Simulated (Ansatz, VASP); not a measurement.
**One calculation of Y2C, two programs**

```
Y C
1.0
     1.81242    1.04640    5.98800
    -1.81242    1.04640    5.98800
     0.00000   -2.09280    5.98800
Y C
2 1
Cartesian
  0.0000 0.0000 4.6335
  0.0000 0.0000 13.3305
  0.0000 0.0000 0.0000
```

Alike in both runs: task electric field gradients; functional PBEsol; k mesh 11 × 11 × 11; occupations fermi-dirac, width 0.05 eV; no spin polarisation.

```csv
,VASP,Ansatz
version,VASP 6.6.1,Ansatz 0.2.0
potentials or method,"VASP PAW PBE potentials, release 64 (Y_sv, C), cutoff 520 eV","all-electron PAW with datasets made for the crystal, scalar-relativistic"
```

VASP gave:

```
pressure (GPa)                                                : -2.9
traceless stress, the component that is largest in VASP (GPa) : 1.40
rms of the force components (eV/Å)                            : 0.257
size of Vzz on the site where it differs most (V/Å²)          : 13.9
```

Q: What did Ansatz give for the same quantities?

A: Pressure (GPa): -2.9; traceless stress, the component that is largest in VASP (GPa): 1.40; rms of the force components (eV/Å): 0.256; size of Vzz on the site where it differs most (V/Å²): 14.6.

VASP's potentials were made for PBE, not for PBEsol. Atom by atom the forces differ by 0.001 eV/Å (rms over components). Ansatz ran all-electron here, and VASP with PAW potentials.
